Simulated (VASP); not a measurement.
Runs of VASP 6.6.1 on Rh. The structure is that of space group Fm-3m (No. 225), or close to it. The cells are those of the table. 

| cell | gap on the mesh (eV) | pressure (GPa) |
| --- | --- | --- |
| a = 2.634 Å, angles 60.0°, 1 atom | none | 13.3 |
| a = 2.703, b = 2.703, c = 2.689 Å, angles 60.2, 60.2, 59.7°, 1 atom | none | (b) |
| a = 2.649, b = 2.649, c = 2.689 Å, angles 59.5, 59.5, 61.0°, 1 atom | none | (a) |
| a = 2.676, b = 2.676, c = 2.689 Å, angles 59.8, 59.8, 60.3°, 1 atom | none | -3.3 |
| a = 2.662, b = 2.662, c = 2.689 Å, angles 59.7, 59.7, 60.7°, 1 atom | none | -0.4 |

Alike in all rows: task electric field gradients; level PBEsol; potentials or basis VASP PAW PBE potentials, release 64 (Rh_pv); no spin polarisation; k mesh 16 × 16 × 16; cutoff (eV) 400; smearing fermi-dirac 0.08 eV.

Problem. Estimate the missing entries.

Solution. (a) 2.8; (b) -8.7.

Caveats: the PAW data sets were made with another functional, which shifts forces and pressure a little; the cell stands under tension (at least some runs); the cell stands under pressure (at least some runs).

A k mesh can miss the band edges, and the runs leave out spin-orbit coupling on Rh.

A gap of «none» marks levels without a gap at the run's occupations.
